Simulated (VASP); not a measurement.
A run of VASP 6.6.1 is set up as follows.

Contents of INCAR:

```
SYSTEM = TiAl3
PREC     = Accurate       ! precision mode
ENCUT    = 520            ! plane-wave cutoff, eV
EDIFF    = 1E-6           ! SCF threshold, eV
ISMEAR   = 0              ! smearing method
SIGMA    = 0.1            ! smearing width, eV
LREAL    = .False.        ! projectors in reciprocal space
LASPH    = .True.         ! aspherical terms in the spheres
NELM     = 60             ! most SCF steps
ALGO     = Fast           ! electronic algorithm
ISIF     = 2              ! what is computed and relaxed
LWAVE    = .False.        ! write WAVECAR
LCHARG   = .True.         ! write CHGCAR
GGA      = PE             ! functional
LELF     = .True.         ! ELF
LVHAR    = .True.       
NBANDS   = 18             ! bands
```

Contents of KPOINTS:

```
regular mesh
0
Gamma
  16 16 16
  0 0 0
```

File POSCAR:

```
TiAl3
1.0
   -1.8649132839      1.8649132839      4.1712766640
    1.8649132839     -1.8649132839      4.1712766640
    1.8649132839      1.8649132839     -4.1712766640
Ti Al
1 3
Direct
    0.0000000000      0.0000000000      0.0000000000
    0.5000000000      0.5000000000      0.0000000000
    0.7500000000      0.2500000000      0.5000000000
    0.2500000000      0.7500000000      0.5000000000
```

Potentials or basis: VASP PAW PBE potentials, release 64 (Ti_sv, Al).

Run with:

```sh
$ cat potpaw_PBE.64/Ti_sv/POTCAR potpaw_PBE.64/Al/POTCAR > POTCAR
$ mpirun -np 1 vasp_std > vasp.out
```

**Question.** What does it give for the pressure?

**Answer.** 11.9 GPa.

**Question.** Estimate the band gap on the k mesh.

**Answer.** Zero (an odd number of electrons rules out a gap without spin polarisation).

Caveat: the cell stands under pressure.
